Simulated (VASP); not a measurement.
Write the native input for VASP 6.6.1 that does the following.

```
Task                   : single point
Functional             : PBEsol
Potentials or basis    : VASP PAW PBE potentials, release 64 (Na_pv, H)
Cutoff                 : 500 eV
k mesh                 : 8 × 8 × 8
Occupations            : gaussian, width 0.01 eV
Spin                   : no spin polarisation
Dipole correction      : no
Further INCAR settings : ALGO = Normal; EDIFF = 1e-06; NBANDS = 11
```

The structure of NaH lies in POSCAR:

```
NaH
1.0
    2.3477633088      2.3477633088      0.0000000000
   -2.3477633088      2.3477633088      0.0000000000
    0.0000000000      2.3477633088      2.4244249679
Na H
1 1
Direct
    0.0000000000      0.0000000000      0.0000000000
    0.5000000000      0.5000000000      0.0000000000
```

This cell differs from its parent crystal: in-plane strain -0.02.

The input as run:

INCAR

```
PREC = Accurate ; ENCUT = 500
EDIFF = 1E-6 ; ISMEAR = 0
SIGMA = 0.01 ; LREAL = F
LASPH = T ; NELM = 120
ALGO = Normal ; ISIF = 2
LWAVE = F ; LCHARG = F
GGA = PS ; NBANDS = 11
GGA_COMPAT = F
```

KPOINTS

```
Automatic mesh
0
Gamma
  8 8 8
```

Potentials or basis: VASP PAW PBE potentials, release 64 (Na_pv, H).

Command:

```sh
$ cat potpaw_PBE.64/Na_pv/POTCAR potpaw_PBE.64/H/POTCAR > POTCAR
$ mpirun -np 1 vasp_std > vasp.out
```

Results of the run:

- Pressure: 0.7 GPa
- Band gap on the k mesh: 3.62 eV, indirect (least direct gap 4.57 eV)

Caveat: the cell differs from its parent crystal (in-plane strain -0.02); the PAW data sets were made with another functional, which shifts forces and pressure a little.

It took 25 s on 1 thread of Intel Xeon 8259CL, with other jobs on the host, peak memory 0.14 GiB.
